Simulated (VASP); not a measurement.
Input of a VASP 6.6.1 run:

File POSCAR:

```
BaHfO3
1.0
    4.1775648502      0.0000000000      0.0000000000
    0.0000000000      4.1775648502      0.0000000000
    0.0000000000      0.0000000000      4.1775818319
Ba Hf O
1 1 3
Direct
    0.5000000000      0.5000000000      0.9977735805
    0.0000000000      0.0000000000      0.4980596436
    0.0000000000      0.5000000000      0.4980448193
    0.5000000000      0.0000000000      0.4980448193
    0.0000000000      0.0000000000      0.9980981372
```

Contents of INCAR.step1:

```
PREC = Accurate
ENCUT = 520
ISMEAR = 0
SIGMA = 0.02
LREAL = False
LASPH = True
NELM = 100
NBANDS = 27
GGA = PE
ALGO = Normal
EDIFF = 1E-4
LWAVE = True
LCHARG = False
```

Contents of INCAR.step2:

```
PREC = Accurate
ENCUT = 520
EDIFF = 1E-6
ISMEAR = 0
SIGMA = 0.02
LREAL = False
LASPH = True
NELM = 100
ALGO = Normal
ISIF = 2
LWAVE = False
LCHARG = False
METAGGA = R2SCAN
LMIXTAU = True
NBANDS = 27
ISTART = 1
```

KPOINTS

```
regular mesh
0
Gamma
  6 6 6
```

Potentials or basis: VASP PAW PBE potentials, release 64 (Ba_sv, Hf_pv, O).

Command:

```console
$ cat potpaw_PBE.64/Ba_sv/POTCAR potpaw_PBE.64/Hf_pv/POTCAR potpaw_PBE.64/O/POTCAR > POTCAR
$ cp INCAR.step1 INCAR
$ mpirun -np 1 vasp_std > vasp.out
$ cp INCAR.step2 INCAR
$ mpirun -np 1 vasp_std > vasp.out
```

**Question.** Estimate the band gap on the k mesh.

**Answer.** 4.11 eV, indirect (least direct gap 4.35 eV).

**Question.** What does it give for the pressure?

**Answer.** -0.8 GPa.

**Question.** Estimate the largest force.

**Answer.** 0.007 eV/Å.

Forces on the atoms (eV/Å):
```
Ba   0.000  0.000  0.007
Hf   0.000  0.000 -0.005
O    0.000  0.000  0.001
O    0.000  0.000  0.001
O    0.000  0.000 -0.004
```

Caveat: the PAW data sets were made with another functional, which shifts forces and pressure a little; spin-orbit coupling is left out, which moves the levels of the heavy elements. r2SCAN opens gaps a little over a GGA but as a rule still falls short of measured ones.
